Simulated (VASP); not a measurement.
# Ge (Fd-3m) in VASP: notebook

Ge is run at these levels: PBEsol; tasks: relaxation of cell and atoms, single point.

All numbers are computed with VASP 6.6.1; they aren't measurements. Logs are shortened: lines on timing, memory, paths and dates and some standing lists are left out, and cuts for length are marked.

### Step 1. The cell of the first run

It takes space group Fd-3m (No. 227, cubic). Conventional cell: a = 5.657 Å, b = 5.657 Å, c = 5.657 Å, α = 90.00°, β = 90.00°, γ = 90.00°. Within 3.2 Å of Ge (site symmetry -43m) lie 4 Ge at 2.45 Å.

### Step 2. Relaxation of cell and atoms, PBEsol, target pressure 1 GPa, at which the enthalpy is minimised

Input file INCAR:

```
SYSTEM = Ge
PREC = Accurate
ENCUT = 600
EDIFF = 1E-6
ISMEAR = 0
SIGMA = 0.1
LREAL = .False.
LASPH = .True.
NELM = 60
ALGO = Normal
ISIF = 3
LWAVE = .False.
LCHARG = .False.
GGA = PS
IBRION = 2
NSW = 70
EDIFFG = -0.008
PSTRESS = 10.0
```

Input file KPOINTS:

```
regular mesh
0
Gamma
  12 12 12
  0 0 0
```

Input file POSCAR:

```
Ge
1.0
    0.0000000000      2.8284701478      2.8284701478
    2.8284701478      0.0000000000      2.8284701478
    2.8284701478      2.8284701478      0.0000000000
Ge
2
Direct
    0.5000000000      0.5000000000      0.5000000000
    0.7500000000      0.7500000000      0.7500000000
```

Potentials or basis: VASP PAW PBE potentials, release 64 (Ge_d).

Started as:

```bash
$ cat potpaw_PBE.64/Ge_d/POTCAR > POTCAR
$ mpirun -np 1 vasp_std > vasp.out
```

OUTCAR:

```text
SYSTEM = Ge
   PREC = Accurate
   ENCUT = 600
   EDIFF = 1E-6
   ISMEAR = 0
   LREAL = .False.
   LASPH = .True.
   NELM = 60
   ISIF = 3
   GGA = PS
   IBRION = 2
   NSW = 70
   EDIFFG = -0.008
   PSTRESS = 10.0

 ion  position               nearest neighbor table
   1  0.500  0.500  0.500-   2 2.45   2 2.45   2 2.45   2 2.45
   2  0.750  0.750  0.750-   1 2.45   1 2.45   1 2.45   1 2.45

  LATTYP: Found a face centered cubic cell.
 ALAT       =     5.6569402956

  Lattice vectors:

 A1 = (   0.0000000000,   2.8284701478,   2.8284701478)
 A2 = (   2.8284701478,   0.0000000000,   2.8284701478)
 A3 = (   2.8284701478,   2.8284701478,   0.0000000000)

Analysis of symmetry for initial positions (statically):
=====================================================================
 Subroutine PRICEL returns:
 Original cell was already a primitive cell.

 Routine SETGRP: Setting up the symmetry group for a
 face centered cubic supercell.

 Subroutine GETGRP returns: Found 48 space group operations
 (whereof 24 operations were pure point group operations)
 out of a pool of 48 trial point group operations.

The static configuration has the point symmetry T_d .
 The point group associated with its full space group is O_h .

Analysis of symmetry for dynamics (positions and initial velocities):
=====================================================================
 Subroutine PRICEL returns:
 Original cell was already a primitive cell.

 Routine SETGRP: Setting up the symmetry group for a
 face centered cubic supercell.

 Subroutine GETGRP returns: Found 48 space group operations
 (whereof 24 operations were pure point group operations)
 out of a pool of 48 trial point group operations.

The dynamic configuration has the point symmetry T_d .
 The point group associated with its full space group is O_h .

 Subroutine INISYM returns: Found 48 space group operations
 (whereof 24 operations are pure point group operations),
 and found     1 'primitive' translations

----------------------------------------------------------------------------------------

                                     Primitive cell

  volume of cell :      45.2569

  direct lattice vectors                    reciprocal lattice vectors
     0.000000000  2.828470148  2.828470148    -0.176774006  0.176774006  0.176774006
     2.828470148  0.000000000  2.828470148     0.176774006 -0.176774006  0.176774006
     2.828470148  2.828470148  0.000000000     0.176774006  0.176774006 -0.176774006

  length of vectors
     4.000060844  4.000060844  4.000060844     0.306181561  0.306181561  0.306181561

  position of ions in fractional coordinates (direct lattice)
     0.500000000  0.500000000  0.500000000
     0.750000000  0.750000000  0.750000000

  ion indices of the primitive-cell ions
   primitive index   ion index
                 1           1
                 2           2

----------------------------------------------------------------------------------------

 KPOINTS: regular mesh

Automatic generation of k-mesh.
 Grid dimensions read from file:
 generate k-points for:   12   12   12

 Generating k-lattice:

  Cartesian coordinates                     Fractional coordinates (reciprocal lattice)
    -0.014731167  0.014731167  0.014731167     0.083333333  0.000000000  0.000000000
     0.014731167 -0.014731167  0.014731167     0.000000000  0.083333333  0.000000000
     0.014731167  0.014731167 -0.014731167     0.000000000  0.000000000  0.083333333

  Length of vectors
     0.025515130  0.025515130  0.025515130

  Shift w.r.t. Gamma in fractional coordinates (k-lattice)
     0.000000000  0.000000000  0.000000000

 Subroutine IBZKPT returns following result:
 ===========================================

 Found     72 irreducible k-points:

 Following reciprocal coordinates:
            Coordinates               Weight
  0.000000  0.000000  0.000000      1.000000
  0.083333  0.000000  0.000000      8.000000
  0.166667  0.000000  0.000000      8.000000
  0.250000  0.000000  0.000000      8.000000
  0.333333  0.000000  0.000000      8.000000
  0.416667  0.000000  0.000000      8.000000
[... 16 lines left out ...]
  0.500000  0.166667  0.000000     24.000000
 -0.416667  0.166667  0.000000     24.000000
 [... further k-points ...]
   k-points           NKPTS =     72   k-points in BZ     NKDIM =     72   number of bands    NBANDS=     18
   number of dos      NEDOS =    301   number of ions     NIONS =      2
   total plane-waves  NPLWV =  32768
   dimension x,y,z NGX =    32 NGY =   32 NGZ =   32
   dimension x,y,z NGXF=    64 NGYF=   64 NGZF=   64
   ions per type =               2
   NGX,Y,Z   is equivalent  to a cutoff of  13.30, 13.30, 13.30 a.u.
   NGXF,Y,Z  is equivalent  to a cutoff of  26.60, 26.60, 26.60 a.u.
 SYSTEM =  Ge
   PREC   = accura    normal or accurate (medium, high low for compatibility)
   ISTART =      0    job   : 0-new  1-cont  2-samecut
   ICHARG =      2    charge: 1-file 2-atom 10-const
   ISPIN  =      1    spin polarized calculation?
   LNONCOLLINEAR =      F non collinear calculations
   LSORBIT =      F    spin-orbit coupling
   LASPH  =      T    aspherical Exc in radial PAW
   ENCUT  =  600.0 eV  44.10 Ry    6.64 a.u.   7.99  7.99  7.99*2*pi/ulx,y,z
   NELM   =     60;   NELMIN=  2; NELMDL= -5     # of ELM steps
   EDIFF  = 0.1E-05   stopping-criterion for ELM
   LREAL  =      F    real-space projection
   EDIFFG = -.8E-02   stopping-criterion for IOM
   NSW    =     70    number of steps for IOM
   IBRION =      2    ionic relax: 0-MD 1-quasi-New 2-CG
   NFREE  =      1    steps in history (QN), initial steepest desc. (CG)
   ISIF   =      3    stress and relaxation
   ISYM   =      2    0-nonsym 1-usesym 2-fastsym
   POTIM  = 0.5000    time-step for ionic-motion
   TEBEG  =    0.0;   TEEND  =   0.0 temperature during run
   PSTRESS=   10.0 pullay stress
   NELECT =      28.0000    total number of electrons
   NUPDOWN=      -1.0000    fix difference up-down
   EMIN   =  10.00;   EMAX   =-10.00  energy-range for DOS
   EFERMI =   0.00;   METHOD = LEGACY
   ISMEAR =     0;   SIGMA  =   0.10  broadening in eV -4-tet -1-fermi 0-gaus
   EFERMI_NEDOS =   21; number of points for ismear=-14 and -15
   IALGO  =     38    algorithm
   IMIX   =      4    mixing-type and parameters
     AMIX     =   0.40;   BMIX     =  1.00
     AMIX_MAG =   1.60;   BMIX_MAG =  1.00
  volume/ion in A,a.u.               =      22.63       152.70
  Fermi-wavevector in a.u.,A,eV,Ry     =   1.394973  2.636117 26.476266  1.945951
  Thomas-Fermi vector in A             =   2.518470
   LORBIT       =      0    0 simple, 1 ext, 2 COOP (PROOUT), +10 PAW based schemes
   GGA     = PS    functional components
   LHFCALC =     F    Hartree Fock is set to
   AEXX    =    0.0000 exact exchange contribution
   IVDW    =     0    specifies the selected vdW correction
   LEPSILON=     F    determine dielectric tensor
   LRPA    =     F    only Hartree local field effects (RPA)
 conjugate gradient relaxation of ions
 non-spin polarized calculation
 Gauss-broadening in eV      SIGMA  =   0.10
  energy-cutoff  :      600.00
  volume of cell :       45.26
 maximum number of plane-waves:      1540
   NGX = 15   NGY = 15   NGZ = 15

--------------------------------------- Ionic step        1  -------------------------------------------

 number of electron      28.0000013 magnetization

 Free energy of the ion-electron system (eV)
  ---------------------------------------------------
  ext. energy  EPLUGINS =         0.00000000
  ---------------------------------------------------
  free energy    TOTEN  =        -9.87308343 eV

  energy without entropy =       -9.87286619  energy(sigma->0) =       -9.87297481

------------------------ aborting loop because EDIFF is reached ----------------------------------------

  FORCE on cell =-STRESS in cart. coord.  units (eV):
  Direction    XX          YY          ZZ          XY          YZ          ZX
  --------------------------------------------------------------------------------------
  -------------------------------------------------------------------------------------
  Total        0.1721208      0.1721208      0.1721208      0.0000000      0.0000000     -0.0000000
  in kB        6.0933928      6.0933928      6.0933928      0.0000000      0.0000000     -0.0000000
  external PRESSURE =      -3.9066072 kB  Pullay stress =      10.0000000 kB
[... 137 lines left out ...]
  enthalpy is  TOTEN    =        -9.5908669591 eV   P V=        0.2806356014

--------------------------------------- Ionic step        5  -------------------------------------------

 number of electron      28.0000007 magnetization

 Free energy of the ion-electron system (eV)
  ---------------------------------------------------
  ext. energy  EPLUGINS =         0.00000000
  ---------------------------------------------------
  free energy    TOTEN  =        -9.87169357 eV

  energy without entropy =       -9.87149851  energy(sigma->0) =       -9.87159604

 E-fermi :   4.9655     XC(G=0): -10.1588

 val. band max:        4.9231425759   @ k =   0.0000   0.0000   0.0000
 cond. band min:       4.9745122677   @ k =   0.0000   0.0000   0.0000
 fundamental gap:      0.0513696917
 Fermi energy:         4.9654868813

 k-point     1 :       0.0000    0.0000    0.0000
  band No.  band energies     occupation
      1     -19.8488      2.00000
      2     -19.8488      2.00000
      3     -19.8488      2.00000
      4     -19.8117      2.00000
      5     -19.8117      2.00000
      6     -19.5961      2.00000
[... 10 lines left out ...]
     17       7.4582      0.00000
     18       7.4582      0.00000
[... 466 lines left out ...]
      2     -19.8799      2.00000
      3     -19.8080      2.00000
      4     -19.7561      2.00000
      5     -19.7485      2.00000
      6     -19.6549      2.00000
[... 10 lines left out ...]
     17       9.6268      0.00000
     18      12.4511      0.00000

 [... further k-points ...]

------------------------ aborting loop because EDIFF is reached ----------------------------------------

  FORCE on cell =-STRESS in cart. coord.  units (eV):
  Direction    XX          YY          ZZ          XY          YZ          ZX
  --------------------------------------------------------------------------------------
  -------------------------------------------------------------------------------------
  Total        0.2817367      0.2817367      0.2817367     -0.0000000      0.0000000      0.0000000
  in kB       10.0328575     10.0328575     10.0328575     -0.0000000      0.0000000      0.0000000
  external PRESSURE =       0.0328575 kB  Pullay stress =      10.0000000 kB
[... 17 lines left out ...]
  FREE ENERGIE OF THE ION-ELECTRON SYSTEM (eV)
  ---------------------------------------------------
  free  energy   TOTEN  =        -9.8716935657 eV

  energy  without entropy=       -9.8714985104  energy(sigma->0) =       -9.87159604

  enthalpy is  TOTEN    =        -9.5908795941 eV   P V=        0.2808139716

 reached required accuracy - stopping structural energy minimisation
```

Wall time 60 s (1 thread of Intel Xeon 6975P-C (Granite Rapids), shared host); peak memory 0.21 GiB.

What came out:

```yaml
Free_energy: -9.8717 eV
Relaxed_volume: 22.50 Å³/atom
Relaxed_cell: a = 3.992 Å, b = 3.992 Å, c = 3.992 Å, α = 60.00°, β = 60.00°, γ = 60.00°
Space_group_after_relaxing_to_0.1_Å: Fd-3m (No. 227)
Energy_change_on_relaxing_the_run_minimises_the_enthalpy: +0.7 meV/atom
Ionic_steps: 5
Pressure_after_relaxing: 1.0 GPa
```

The path:
| step | energy change (eV) | largest force (eV/Å) | pressure (GPa) | volume (Å³) |
| --- | --- | --- | --- | --- |
| 1 | 0.0000 | 0.0000 | 0.61 | 45.26 |
| 2 | 0.0021 | 0.0000 | 1.24 | 44.90 |
| 3 | 0.0012 | 0.0000 | 0.78 | 45.02 |
| 4 | 0.0016 | 0.0000 | 1.19 | 44.96 |
| 5 | 0.0014 | 0.0000 | 1.00 | 44.99 |

Final structure:
```cif
data_structure
_symmetry_space_group_name_H-M 'P 1'
_symmetry_Int_Tables_number 1
_cell_length_a 3.9922
_cell_length_b 3.9922
_cell_length_c 3.9922
_cell_angle_alpha 60.000
_cell_angle_beta 60.000
_cell_angle_gamma 60.000
_cell_volume 44.99
loop_
_atom_site_label
_atom_site_type_symbol
_atom_site_fract_x
_atom_site_fract_y
_atom_site_fract_z
_atom_site_occupancy
Ge1 Ge 0.50000 0.50000 0.50000 1
Ge2 Ge 0.75000 0.75000 0.75000 1
```

Caveat: the cell is relaxed towards a set pressure, so the run minimises the enthalpy, not the energy; the PAW data sets were made with another functional, which shifts forces and pressure a little.

### Step 3. Relaxation of cell and atoms, PBEsol, target pressure -1 GPa, at which the enthalpy is minimised

This run uses another cell than the first one, of 23.08 Å³/atom.

Input file INCAR:

```
PREC = Accurate
ENCUT = 600
EDIFF = 1E-6
ISMEAR = 0
SIGMA = 0.1
LREAL = False
LASPH = True
NELM = 100
ALGO = Normal
ISIF = 3
LWAVE = False
LCHARG = False
GGA = PS
IBRION = 2
NSW = 70
EDIFFG = -0.008
PSTRESS = -10.0
```

Input file KPOINTS:

```
Automatic mesh
0
Gamma
  12 12 12
```

Input file POSCAR:

```
Ge
1.0
    0.0000000000      2.8470170338      2.8470170338
    2.8470170338      0.0000000000      2.8470170338
    2.8470170338      2.8470170338      0.0000000000
Ge
2
Direct
    0.5000000000      0.5000000000      0.5000000000
    0.7500000000      0.7500000000      0.7500000000
```

Potentials or basis: VASP PAW PBE potentials, release 64 (Ge_d).

Started as:

```bash
$ cat potpaw_PBE.64/Ge_d/POTCAR > POTCAR
$ mpirun -np 1 vasp_std > vasp.out
```

Wall time 71 s (1 thread of Intel Xeon 6975P-C (Granite Rapids), shared host); peak memory 0.21 GiB.

It converged, with:

| Quantity | Value |
| --- | --- |
| Free energy | -9.8717 eV |
| Relaxed volume | 23.20 Å³/atom |
| Relaxed cell | a = 4.033 Å, b = 4.033 Å, c = 4.033 Å, α = 60.00°, β = 60.00°, γ = 60.00° |
| Space group after relaxing (to 0.1 Å) | Fd-3m (No. 227) |
| Energy change on relaxing (the run minimises the enthalpy) | +0.6 meV/atom |
| Ionic steps | 6 |
| Pressure after relaxing | -1.0 GPa |
| Band gap on the k mesh | zero (filled and empty bands touch) |

Step by step:
| step | energy change (eV) | largest force (eV/Å) | pressure (GPa) | volume (Å³) |
| --- | --- | --- | --- | --- |
| 1 | 0.0000 | 0.0000 | -0.70 | 46.15 |
| 2 | 0.0016 | 0.0000 | -1.10 | 46.44 |
| 3 | 0.0012 | 0.0000 | -0.92 | 46.38 |
| 4 | 0.0014 | 0.0000 | -1.07 | 46.41 |
| 5 | 0.0013 | 0.0000 | -1.08 | 46.40 |
| 6 | 0.0013 | 0.0000 | -0.96 | 46.39 |

Final structure:
```
CELL_PARAMETERS angstrom
0.00000 2.85190 2.85190
2.85190 0.00000 2.85190
2.85190 2.85190 0.00000
ATOMIC_POSITIONS crystal
Ge 0.50000 0.50000 0.50000
Ge 0.75000 0.75000 0.75000
```

Levels at points of the mesh, in eV from the Fermi level:
```csv
k point,band 11,band 12,band 13,band 14,band 15,band 16,band 17,band 18
"(0.00, 0.00, 0.00)",-12.60,-0.21,0.01,0.01,0.01,2.53,2.53,2.53
"(0.50, 0.00, 0.00)",-10.56,-7.51,-1.36,-1.36,0.06,3.71,3.71,6.96
"(0.50, 0.50, 0.00)",-8.80,-8.80,-2.99,-2.99,0.71,0.71,9.30,9.30
```

Caveat: the cell is relaxed towards a set pressure, so the run minimises the enthalpy, not the energy; semilocal functionals underestimate gaps, so a narrow gap can read as zero; the PAW data sets were made with another functional, which shifts forces and pressure a little.

(Continued in part 2 of 3.)
